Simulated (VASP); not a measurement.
Here is a VASP 6.6.1 calculation.

File INCAR:

```
PREC     = Accurate       # precision mode
ENCUT    = 520            # plane-wave cutoff, eV
EDIFF    = 1E-6           # SCF threshold, eV
ISMEAR   = 0              # smearing method
SIGMA    = 0.05           # smearing width, eV
LREAL    = False          # projectors in reciprocal space
LASPH    = True           # aspherical terms in the spheres
NELM     = 60             # most SCF steps
ALGO     = Normal         # electronic algorithm
ISIF     = 2              # what is computed and relaxed
LWAVE    = False          # write WAVECAR
LCHARG   = False          # write CHGCAR
GGA      = PE             # functional
NBANDS   = 20             # bands
```

File KPOINTS:

```
Automatic mesh
0
Gamma
  9 9 6
```

Contents of POSCAR:

```
SnSe2
1.0
    3.8110000000      0.0000000000      0.0000000000
   -1.9055000000      3.3004228138      0.0000000000
    0.0000000000      0.0000000000      6.1360000000
Sn Se
1 2
Direct
    0.0000000000      0.0000000000      0.0000000000
    0.3333333333      0.6666666667      0.2490000000
    0.6666666667      0.3333333333      0.7510000000
```

Potentials or basis: VASP PAW PBE potentials, release 64 (Sn_d, Se).

Run with:

```sh
$ cat potpaw_PBE.64/Sn_d/POTCAR potpaw_PBE.64/Se/POTCAR > POTCAR
$ mpirun -np 1 vasp_std > vasp.out
```

Problem. What does it give for the pressure?

Solution. 5.6 GPa.

Problem. Estimate the largest force.

Solution. 0.805 eV/Å.

Problem. Estimate the band gap on the k mesh.

Solution. 0.71 eV, indirect (least direct gap 1.09 eV).

Forces in eV/Å, atoms in the order of the input:
```
Sn   0.000  0.000  0.000
Se   0.000  0.000  0.805
Se   0.000  0.000 -0.805
```

Caveat: spin-orbit coupling is left out, which moves the levels of the heavy elements; this functional lacks dispersion, which binds the layers, so the pressure and a relaxed spacing across them are unreliable. A k mesh can miss the band edges.
